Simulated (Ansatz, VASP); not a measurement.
# Li2S in VASP and in Ansatz

```xyz
3
Lattice="4.0877 0.0000 0.0000 2.0438 3.5400 0.0000 2.0438 1.1800 3.3376" Properties=species:S:1:pos:R:3 pbc="T T T"
Li    2.0438    1.1800    0.8344
Li    6.1315    3.5400    2.5032
S     0.0000    0.0000    0.0000
```

Alike in both runs: functional RPBE; k mesh 6 × 6 × 6; no spin polarisation.

Ansatz relaxed the structure, and its values are those at the end. VASP's run is a single point on that final structure, the one shown.

|  | VASP | Ansatz |
| --- | --- | --- |
| version | VASP 6.6.1 | Ansatz 0.2.0 |
| potentials or method | VASP PAW PBE potentials, release 64 (Li_sv, S), cutoff 750 eV | plane waves, PAW |
| occupations | gaussian, width 0.01 eV | fixed |
| valence electrons in the cell | 12 | 12 |

```csv
,VASP,Ansatz,Ansatz less VASP
pressure (GPa),-0.2,0.0,+0.27
```

VASP's potentials were made for PBE, not for RPBE.
